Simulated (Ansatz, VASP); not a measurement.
# Two plane-wave programs on Te6Mo3H

INCAR

```
SYSTEM = Te6Mo3H
PREC = Accurate
ENCUT = 520
EDIFF = 1E-6
ISMEAR = 0
SIGMA = 0.05
LREAL = .False.
LASPH = .True.
NELM = 60
ALGO = Normal
ISIF = 2
LWAVE = .False.
LCHARG = .False.
GGA = PE
IVDW = 12
NBANDS = 50
```

Contents of KPOINTS:

```
Automatic mesh
0
Gamma
  9 9 1
  0 0 0
```

POSCAR

```
Te6Mo3H
1.0
    3.4959407812      0.0000000000      0.0000000000
   -1.7479703906      3.0275735266      0.0000000000
    0.0000000000      0.0000000000     21.3113513408
Te Mo H
6 3 1
Direct
    0.0000000000      0.0000000000      0.9147264527
    0.3333333333      0.6666666667      0.5934158068
    0.3333333333      0.6666666667      0.2359734255
    0.3333333333      0.6666666667      0.7640265745
    0.3333333333      0.6666666667      0.4065841932
    0.0000000000      0.0000000000      0.0852735473
    0.0000000000      0.0000000000      0.6786881624
    0.0000000000      0.0000000000      0.3213118376
    0.3333333333      0.6666666667      0.0000000000
    0.2822661409      0.3077997371      0.1689997125
```

Input for Ansatz:

```yaml
crystal:
  lattice:
    - [3.4959407812, 0.0, 0.0]
    - [-1.7479703906, 3.0275735266, 0.0]
    - [0.0, 0.0, 21.3113513408]
  atoms:
    - { symbol: Te, position: [0.0, 0.0, 0.9147264527] }
    - { symbol: Te, position: [0.3333333333, 0.6666666667, 0.5934158068] }
    - { symbol: Te, position: [0.3333333333, 0.6666666667, 0.2359734255] }
    - { symbol: Te, position: [0.3333333333, 0.6666666667, 0.7640265745] }
    - { symbol: Te, position: [0.3333333333, 0.6666666667, 0.4065841932] }
    - { symbol: Te, position: [0.0, 0.0, 0.0852735473] }
    - { symbol: Mo, position: [0.0, 0.0, 0.6786881624] }
    - { symbol: Mo, position: [0.0, 0.0, 0.3213118376] }
    - { symbol: Mo, position: [0.3333333333, 0.6666666667, 0.0] }
    - { symbol: H, position: [0.2822661409, 0.3077997371, 0.1689997125] }
basis:
  ecutwfc: 420
kpoints:
  mp_grid: { grid: [9, 9, 1] }
hamiltonian:
  xc: pbe
  pseudopotentials: { kind: paw, azcp: { folder: soft_1 } }
  dispersion: d3bj
scf:
  occupations: { method: gaussian, width: 0.05 }
output:
  forces: true
  stress: true
  eigenvalues: true
  write_density: true
  write_potential: true
  elf: true
  volumetric_format: npy
```

Alike in both runs: task single point; functional PBE; dispersion D3(BJ); k mesh 9 × 9 × 1; occupations gaussian, width 0.05 eV; no spin polarisation.

```csv
,VASP,Ansatz
version,VASP 6.6.1,Ansatz 0.2.0
potentials or method,"VASP PAW PBE potentials, release 64 (Te, Mo_sv, H), cutoff 520 eV","scalar-relativistic, plane waves, PAW"
valence electrons in the cell,79,139
```

Ansatz gave:

| Property | Result |
| --- | --- |
| gap on the k mesh at the Fermi level (eV) | none |
| pressure (GPa) | 0.9 |
| traceless stress, the component that is largest in VASP (GPa) | 0.77 |
| rms of the force components (eV/Å) | 0.129 |

Q: What did VASP give for the same quantities?

A: gap on the k mesh at the Fermi level (eV): none; pressure (GPa): 0.9; traceless stress, the component that is largest in VASP (GPa): 0.78; rms of the force components (eV/Å): 0.132.

Atom by atom the forces differ by 0.007 eV/Å (rms over components). A gap of «none» marks a metal or a gap that the smearing closes. VASP's potentials hold 79 valence electrons a cell and Ansatz's 139, so a difference there can come from the potentials and not from the codes.

Spin-orbit coupling is off throughout.
